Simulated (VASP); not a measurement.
# Mg (P6_3/mmc) in VASP: a series of runs

Mg is run at these levels: PBEsol+D3(BJ), PBEsol+D4, PBE+D4; tasks: single point.

Program: VASP 6.6.1. These are calculated values, not measurements. Logs are shortened: lines on timing, memory, paths and dates and some standing lists are left out, and cuts for length are marked.

## Step 1: The cell of the first run

It takes space group P6_3/mmc (No. 194, hexagonal). Conventional cell: a = 3.109 Å, b = 3.109 Å, c = 10.255 Å, α = 90.00°, β = 90.00°, γ = 120.00°. Within 4.1 Å of Mg (site symmetry -6m2) lie 12 Mg at 3.11 to 3.13 Å. Within 4.1 Å of Mg (site symmetry -3m) lie 12 Mg at 3.11 to 3.13 Å.

## Step 2: Single point, PBEsol+D3(BJ)

Contents of INCAR:

```
PREC = Accurate ; ENCUT = 520
EDIFF = 1E-7 ; ISMEAR = -1
SIGMA = 0.05 ; LREAL = False
LASPH = True ; NELM = 60
ALGO = Normal ; ISIF = 2
LWAVE = False ; LCHARG = True
GGA = PS ; IVDW = 12
LELF = True ; LVHAR = True
NBANDS = 12
```

Contents of KPOINTS:

```
regular mesh
0
Gamma
  10 10 3
```

Contents of POSCAR:

```
Mg
1.0
    3.1094353007      0.0000000000      0.0000000000
   -1.5547176504      2.6928499618      0.0000000000
    0.0000000000      0.0000000000     10.2552407041
Mg
4
Direct
    0.6666666667      0.3333333333      0.7500000000
    0.0000000000      0.0000000000      0.5000000000
    0.3333333333      0.6666666667      0.2500000000
    0.0000000000      0.0000000000      0.0000000000
```

Potentials or basis: VASP PAW PBE potentials, release 64 (Mg).

Command:

```
cat potpaw_PBE.64/Mg/POTCAR > POTCAR
mpirun -np 1 vasp_std > vasp.out
```

OUTCAR:

```text
PREC = Accurate
   ENCUT = 520
   EDIFF = 1E-7
   ISMEAR = -1
   LREAL = False
   LASPH = True
   NELM = 60
   ISIF = 2
   GGA = PS
   IVDW = 12
 IVDW          = 12

 ion  position               nearest neighbor table
   1  0.667  0.333  0.750-   2 3.13   4 3.13   2 3.13   4 3.13   2 3.13   4 3.13
   2  0.000  0.000  0.500-   1 3.13   3 3.13   3 3.13   1 3.13   1 3.13   3 3.13
   3  0.333  0.667  0.250-   2 3.13   4 3.13   2 3.13   4 3.13   2 3.13   4 3.13
   4  0.000  0.000  0.000-   1 3.13   3 3.13   3 3.13   1 3.13   1 3.13   3 3.13

  LATTYP: Found a hexagonal cell.
 ALAT       =     3.1094353007
 C/A-ratio  =     3.2981039039

  Lattice vectors:

 A1 = (   3.1094353007,   0.0000000000,   0.0000000000)
 A2 = (  -1.5547176504,   2.6928499618,   0.0000000000)
 A3 = (   0.0000000000,   0.0000000000,  10.2552407041)

Analysis of symmetry for initial positions (statically):
=====================================================================
 Subroutine PRICEL returns:
 Original cell was already a primitive cell.

 Routine SETGRP: Setting up the symmetry group for a
 hexagonal supercell.

 Subroutine GETGRP returns: Found 24 space group operations
 (whereof 12 operations were pure point group operations)
 out of a pool of 24 trial point group operations.

The static configuration has the point symmetry D_3d.
 The point group associated with its full space group is D_6h.

Analysis of symmetry for dynamics (positions and initial velocities):
=====================================================================
 Subroutine PRICEL returns:
 Original cell was already a primitive cell.

 Routine SETGRP: Setting up the symmetry group for a
 hexagonal supercell.

 Subroutine GETGRP returns: Found 24 space group operations
 (whereof 12 operations were pure point group operations)
 out of a pool of 24 trial point group operations.

The dynamic configuration has the point symmetry D_3d.
 The point group associated with its full space group is D_6h.

 Subroutine INISYM returns: Found 24 space group operations
 (whereof 12 operations are pure point group operations),
 and found     1 'primitive' translations

----------------------------------------------------------------------------------------

                                     Primitive cell

  volume of cell :      85.8696

  direct lattice vectors                    reciprocal lattice vectors
     3.109435301  0.000000000  0.000000000     0.321601803  0.185676888  0.000000000
    -1.554717650  2.692849962  0.000000000     0.000000000  0.371353775  0.000000000
     0.000000000  0.000000000 10.255240704     0.000000000  0.000000000  0.097511119

  length of vectors
     3.109435301  3.109435301 10.255240704     0.371353775  0.371353775  0.097511119

  position of ions in fractional coordinates (direct lattice)
     0.666666667  0.333333333  0.750000000
     0.000000000  0.000000000  0.500000000
     0.333333333  0.666666667  0.250000000
     0.000000000  0.000000000  0.000000000

  ion indices of the primitive-cell ions
   primitive index   ion index
                 1           1
                 2           2
                 3           3
                 4           4

----------------------------------------------------------------------------------------

 KPOINTS: regular mesh

Automatic generation of k-mesh.
 Grid dimensions read from file:
 generate k-points for:   10   10    3

 Generating k-lattice:

  Cartesian coordinates                     Fractional coordinates (reciprocal lattice)
     0.032160180  0.018567689  0.000000000     0.100000000 -0.000000000  0.000000000
     0.000000000  0.037135378  0.000000000     0.000000000  0.100000000  0.000000000
     0.000000000  0.000000000  0.032503706     0.000000000  0.000000000  0.333333333

  Length of vectors
     0.037135378  0.037135378  0.032503706

  Shift w.r.t. Gamma in fractional coordinates (k-lattice)
     0.000000000  0.000000000  0.000000000

 Subroutine IBZKPT returns following result:
 ===========================================

 Found     28 irreducible k-points:

 Following reciprocal coordinates:
            Coordinates               Weight
  0.000000  0.000000  0.000000      1.000000
  0.100000 -0.000000  0.000000      6.000000
  0.200000 -0.000000  0.000000      6.000000
  0.300000 -0.000000  0.000000      6.000000
  0.400000 -0.000000  0.000000      6.000000
  0.500000  0.000000  0.000000      3.000000
[... 16 lines left out ...]
  0.300000  0.100000  0.333333     24.000000
  0.400000  0.100000  0.333333     24.000000
 [... further k-points ...]
   k-points           NKPTS =     28   k-points in BZ     NKDIM =     28   number of bands    NBANDS=     12
   number of dos      NEDOS =    301   number of ions     NIONS =      4
   total plane-waves  NPLWV =  46080
   dimension x,y,z NGX =    24 NGY =   24 NGZ =   80
   dimension x,y,z NGXF=    48 NGYF=   48 NGZF=  160
   ions per type =               4
   NGX,Y,Z   is equivalent  to a cutoff of  12.83, 12.83, 12.97 a.u.
   NGXF,Y,Z  is equivalent  to a cutoff of  25.66, 25.66, 25.94 a.u.
 SYSTEM =  unknown system
   PREC   = accura    normal or accurate (medium, high low for compatibility)
   ISTART =      0    job   : 0-new  1-cont  2-samecut
   ICHARG =      2    charge: 1-file 2-atom 10-const
   ISPIN  =      1    spin polarized calculation?
   LNONCOLLINEAR =      F non collinear calculations
   LSORBIT =      F    spin-orbit coupling
   LASPH  =      T    aspherical Exc in radial PAW
   ENCUT  =  520.0 eV  38.22 Ry    6.18 a.u.   5.78  5.78 19.07*2*pi/ulx,y,z
   NELM   =     60;   NELMIN=  2; NELMDL= -5     # of ELM steps
   EDIFF  = 0.1E-06   stopping-criterion for ELM
   LREAL  =      F    real-space projection
   EDIFFG = 0.1E-05   stopping-criterion for IOM
   NSW    =      0    number of steps for IOM
   IBRION =     -1    ionic relax: 0-MD 1-quasi-New 2-CG
   NFREE  =      0    steps in history (QN), initial steepest desc. (CG)
   ISIF   =      2    stress and relaxation
   ISYM   =      2    0-nonsym 1-usesym 2-fastsym
   POTIM  = 0.5000    time-step for ionic-motion
   TEBEG  =    0.0;   TEEND  =   0.0 temperature during run
   PSTRESS=    0.0 pullay stress
   NELECT =       8.0000    total number of electrons
   NUPDOWN=      -1.0000    fix difference up-down
   EMIN   =  10.00;   EMAX   =-10.00  energy-range for DOS
   EFERMI =   0.00;   METHOD = LEGACY
   ISMEAR =    -1;   SIGMA  =   0.05  broadening in eV -4-tet -1-fermi 0-gaus
   EFERMI_NEDOS =   21; number of points for ismear=-14 and -15
   IALGO  =     38    algorithm
   IMIX   =      4    mixing-type and parameters
     AMIX     =   0.40;   BMIX     =  1.00
     AMIX_MAG =   1.60;   BMIX_MAG =  1.00
  volume/ion in A,a.u.               =      21.47       144.87
  Fermi-wavevector in a.u.,A,eV,Ry     =   0.742150  1.402460  7.493905  0.550787
  Thomas-Fermi vector in A             =   1.836960
   LORBIT       =      0    0 simple, 1 ext, 2 COOP (PROOUT), +10 PAW based schemes
   GGA     = PS    functional components
   LHFCALC =     F    Hartree Fock is set to
   AEXX    =    0.0000 exact exchange contribution
   IVDW    =    12    specifies the selected vdW correction
   LEPSILON=     F    determine dielectric tensor
   LRPA    =     F    only Hartree local field effects (RPA)
 non-spin polarized calculation
  energy-cutoff  :      520.00
  volume of cell :       85.87
 maximum number of plane-waves:      2328
 NGX is ok and might be reduce to    24
   NGX = 11   NGY = 11   NGZ = 39

 number of electron       8.0000000 magnetization

 Free energy of the ion-electron system (eV)
  ---------------------------------------------------
  ext. energy  EPLUGINS =         0.00000000
  ---------------------------------------------------
  free energy    TOTEN  =        -6.84776481 eV

  energy without entropy =       -6.83049601  energy(sigma->0) =       -6.83913041

 E-fermi :   3.0684     XC(G=0):  -8.7469

 val. band max:        3.0408019215   @ k =   0.4000   0.2000   0.0000
 cond. band min:       3.0715936566   @ k =   0.3000   0.3000   0.0000
 fundamental gap:      0.0307917351
 Fermi energy:         3.0684085506

 k-point     1 :       0.0000    0.0000    0.0000
  band No.  band energies     occupation
      1      -4.2745      2.00000
      2      -2.8515      2.00000
      3      -2.8486      2.00000
      4       1.0667      2.00000
      5       1.5668      2.00000
      6       7.9312      0.00000
      7       7.9391      0.00000
      8      14.4774      0.00000
      9      14.4774      0.00000
     10      14.6290      0.00000
     11      14.6290      0.00000
     12      15.2084      0.00000

 k-point     2 :       0.1000   -0.0000    0.0000
  band No.  band energies     occupation
      1      -4.0665      2.00000
      2      -2.6468      2.00000
      3      -2.6440      2.00000
      4       1.2554      2.00000
      5       1.7679      2.00000
      6       8.0845      0.00000
      7       8.1022      0.00000
      8      11.6626      0.00000
      9      12.6863      0.00000
     10      12.7730      0.00000
     11      13.0557      0.00000
     12      13.9827      0.00000

 k-point     3 :       0.2000   -0.0000    0.0000
  band No.  band energies     occupation
      1      -3.4455      2.00000
      2      -2.0356      2.00000
      3      -2.0329      2.00000
      4       1.8221      2.00000
      5       2.3582      2.00000
      6       8.0747      0.00000
      7       8.4550      0.00000
      8       9.0285      0.00000
      9       9.7164      0.00000
     10       9.9020      0.00000
     11      11.8658      0.00000
     12      12.2711      0.00000

 k-point     4 :       0.3000   -0.0000    0.0000
  band No.  band energies     occupation
      1      -2.4202      2.00000
      2      -1.0270      2.00000
      3      -1.0247      2.00000
      4       2.7675      1.99514
      5       3.2538      0.04790
      6       5.6359      0.00000
      7       6.7496      0.00000
      8       6.8691      0.00000
      9       9.5825      0.00000
     10       9.6457      0.00000
     11      10.4100      0.00000
     12      10.4178      0.00000

 k-point     5 :       0.4000   -0.0000    0.0000
  band No.  band energies     occupation
      1      -1.0054      2.00000
      2       0.3592      2.00000
      3       0.3602      2.00000
      4       2.8405      1.97924
      5       4.0398      0.00000
      6       4.1732      0.00000
      7       4.3931      0.00000
      8       5.1462      0.00000
      9       7.9220      0.00000
     10       8.4210      0.00000
     11      10.4810      0.00000
     12      10.5064      0.00000
[... 228 lines left out ...]
      1      -3.4937      2.00000
      2      -3.0205      2.00000
      3      -1.1531      2.00000
      4       0.2177      2.00000
      5       3.8457      0.00000
      6       6.0078      0.00000
      7       9.9623      0.00000
      8      10.2242      0.00000
      9      10.6703      0.00000
     10      10.8329      0.00000
     11      11.1965      0.00000
     12      12.4285      0.00000

 k-point    22 :       0.2000    0.1000    0.3333
  band No.  band energies     occupation
      1      -2.6720      2.00000
      2      -2.2032      2.00000
      3      -0.3543      2.00000
      4       1.0003      2.00000
      5       4.5504      0.00000
      6       6.5014      0.00000
      7       7.3696      0.00000
      8       7.7883      0.00000
      9       8.9614      0.00000
     10       9.1988      0.00000
     11      10.0700      0.00000
     12      10.7801      0.00000

 k-point    23 :       0.3000    0.1000    0.3333
  band No.  band energies     occupation
      1      -1.4541      2.00000
      2      -0.9923      2.00000
      3       0.8234      2.00000
      4       2.1389      2.00000
      5       4.3972      0.00000
      6       4.8494      0.00000
      7       5.9499      0.00000
      8       6.6444      0.00000
      9       7.6634      0.00000
     10       7.8179      0.00000
     11       8.9068      0.00000
     12       9.2934      0.00000

 k-point    24 :       0.4000    0.1000    0.3333
  band No.  band energies     occupation
      1       0.1393      2.00000
      2       0.5866      2.00000
      3       2.0303      2.00000
      4       2.1859      2.00000
      5       2.8439      1.97783
      6       3.7410      0.00000
      7       4.4674      0.00000
      8       5.6695      0.00000
      9       7.0865      0.00000
     10       7.9257      0.00000
     11       8.6251      0.00000
     12       9.3035      0.00000

 [... further k-points ...]

------------------------ aborting loop because EDIFF is reached ----------------------------------------

 Edisp (eV)   -1.12150

 E8    (eV) :    -0.7440

  FORCE on cell =-STRESS in cart. coord.  units (eV):
  Direction    XX          YY          ZZ          XY          YZ          ZX
  --------------------------------------------------------------------------------------
  -------------------------------------------------------------------------------------
  Total       0.01327     0.01327    -0.01664    -0.00000     0.00000     0.00000
  in kB       0.24753     0.24753    -0.31048    -0.00000     0.00000     0.00000
  external pressure =        0.06 kB  Pullay stress =        0.00 kB

 VOLUME and BASIS-vectors are now :
 -----------------------------------------------------------------------------
  energy-cutoff  :      520.00
  volume of cell :       85.87
      direct lattice vectors                 reciprocal lattice vectors
     3.109435301  0.000000000  0.000000000     0.321601803  0.185676888  0.000000000
    -1.554717650  2.692849962  0.000000000     0.000000000  0.371353775  0.000000000
     0.000000000  0.000000000 10.255240704     0.000000000  0.000000000  0.097511119

 POSITION                                       TOTAL-FORCE (eV/Angst)
 -----------------------------------------------------------------------------------
      1.55472      0.89762      7.69143        -0.000000     -0.000000      0.000000
      0.00000      0.00000      5.12762         0.000000      0.000000      0.000000
     -0.00000      1.79523      2.56381         0.000000      0.000000      0.000000
      0.00000      0.00000      0.00000         0.000000      0.000000      0.000000
 -----------------------------------------------------------------------------------
    total drift:                                0.000000     -0.000000     -0.000000

  FREE ENERGIE OF THE ION-ELECTRON SYSTEM (eV)
  ---------------------------------------------------
  free  energy   TOTEN  =        -7.9692633392 eV

  energy  without entropy=       -7.9519945391  energy(sigma->0) =       -7.96062894
```

Run time: 14 s. Hardware: 1 thread of AMD EPYC 9R45 (Zen 5), shared host; peak memory 0.18 GiB.

Results:

* Free energy: -7.9693 eV
* Pressure: 0.0 GPa
* Band gap on the k mesh: zero (band 4 reaches 3.52 eV, above the bottom of band 5 at 1.57 eV)
* Dispersion energy per atom: -0.280 eV

Caveat: the PAW data sets were made with another functional, which shifts forces and pressure a little; pairwise dispersion overbinds metals, which lowers pressure and volume.

## Step 3: Single point, PBEsol+D4

This run uses another cell than the first one, of 22.47 Å³/atom, 1.047 times its volume.

Contents of INCAR:

```
ALGO     = Fast           # electronic algorithm
EDIFF    = 1E-6           # SCF threshold, eV
ENCUT    = 520            # plane-wave cutoff, eV
GGA      = PS             # functional
ISIF     = 2              # what is computed and relaxed
ISMEAR   = -1             # smearing method
IVDW     = 13             # dispersion correction
LASPH    = T              # aspherical terms in the spheres
LCHARG   = F              # write CHGCAR
LREAL    = F              # projectors in reciprocal space
LWAVE    = F              # write WAVECAR
NBANDS   = 12             # bands
NELM     = 100            # most SCF steps
PREC     = Accurate       # precision mode
SIGMA    = 0.05           # smearing width, eV
```

Contents of KPOINTS:

```
k-points
0
Gamma
  10 10 3
```

Contents of POSCAR:

```
Mg
1.0
    3.1568475784      0.0000000000      0.0000000000
   -1.5784237892      2.7339101988      0.0000000000
    0.0000000000      0.0000000000     10.4135310370
Mg
4
Direct
    0.6666666667      0.3333333333      0.7500000000
    0.0000000000      0.0000000000      0.5000000000
    0.3333333333      0.6666666667      0.2500000000
    0.0000000000      0.0000000000      0.0000000000
```

Potentials or basis: VASP PAW PBE potentials, release 64 (Mg).

Command:

```
cat potpaw_PBE.64/Mg/POTCAR > POTCAR
mpirun -np 1 vasp_std > vasp.out
```

Wall time 12 s (1 thread of AMD EPYC 9R45 (Zen 5), shared host); peak memory 0.17 GiB.

The run converged. Its results:

* Free energy: -7.0564 eV
* Pressure: 0.0 GPa
* Band gap on the k mesh: zero (band 4 reaches 3.29 eV, above the bottom of band 5 at 1.32 eV)
* Dispersion energy per atom: -0.045 eV

Levels at points of the mesh, in eV from the Fermi level:
```csv
k point,band 1,band 2,band 3,band 4,band 5,band 6,band 7,band 8,band 9
"(0.00, 0.00, 0.00)",-7.14,-5.76,-5.76,-1.92,-1.50,4.73,4.73,11.13,11.13
"(0.50, 0.00, 0.00)",-2.25,-2.23,-1.21,-1.17,-0.61,-0.57,2.63,2.79,3.24
```

Caveat: the PAW data sets were made with another functional, which shifts forces and pressure a little; pairwise dispersion overbinds metals, which lowers pressure and volume.

## Step 4: Single point, PBE+D4

This run uses another cell than the first one, of 22.78 Å³/atom, 1.061 times its volume.

Contents of INCAR:

```
SYSTEM = Mg
PREC = Accurate ; ENCUT = 520
EDIFF = 1E-6 ; ISMEAR = -1
SIGMA = 0.05 ; LREAL = .False.
LASPH = .True. ; NELM = 80
ALGO = Normal ; ISIF = 2
LWAVE = .False. ; LCHARG = .False.
GGA = PE ; IVDW = 13
NBANDS = 12
```

Contents of KPOINTS:

```
regular mesh
0
Gamma
  10 10 3
  0 0 0
```

Contents of POSCAR:

```
Mg
1.0
    3.1712647960      0.0000000000      0.0000000000
   -1.5856323980      2.7463958754      0.0000000000
    0.0000000000      0.0000000000     10.4629515021
Mg
4
Direct
    0.6666666667      0.3333333333      0.7500000000
    0.0000000000      0.0000000000      0.5000000000
    0.3333333333      0.6666666667      0.2500000000
    0.0000000000      0.0000000000      0.0000000000
```

Command:

```
cat potpaw_PBE.64/Mg/POTCAR > POTCAR
mpirun -np 1 vasp_std > vasp.out
```

It took 12 s on 1 thread of AMD EPYC 9R45 (Zen 5), shared host; peak memory 0.17 GiB.

It converged, with:

- Free energy: -6.3157 eV
- Pressure: -0.1 GPa
- Band gap on the k mesh: zero (band 4 reaches 3.27 eV, above the bottom of band 5 at 1.28 eV)
- Dispersion energy per atom: -0.076 eV

Levels at points of the mesh, in eV from the Fermi level:
```tsv
k point	band 2	band 3	band 4	band 5	band 6	band 7
(0.00, 0.00, 0.00)	-5.72	-5.72	-1.90	-1.51	4.69	4.69
(0.50, 0.00, 0.00)	-2.21	-1.19	-1.16	-0.61	-0.57	2.62
```

Caveat: pairwise dispersion overbinds metals, which lowers pressure and volume.

## Step 5: Summary

| level | cell | gap on the mesh (eV) | pressure (GPa) |
| --- | --- | --- | --- |
| PBEsol+D3(BJ) | a = 3.109, b = 3.109, c = 10.255 Å, angles 90.0, 90.0, 120.0°, 4 atoms | none | 0.0 |
| PBEsol+D4 | a = 3.157, b = 3.157, c = 10.414 Å, angles 90.0, 90.0, 120.0°, 4 atoms | none | 0.0 |
| PBE+D4 | a = 3.171, b = 3.171, c = 10.463 Å, angles 90.0, 90.0, 120.0°, 4 atoms | none | -0.1 |

Alike in all rows: task single point; potentials or basis VASP PAW PBE potentials, release 64 (Mg); no spin polarisation; k mesh 10 × 10 × 3; cutoff (eV) 520; smearing fermi-dirac 0.05 eV.

Caveats: pairwise dispersion overbinds metals, which lowers pressure and volume; the PAW data sets were made with another functional, which shifts forces and pressure a little (some runs).

Total energies depend on the potentials used, so only differences within one code and one set of settings carry meaning.
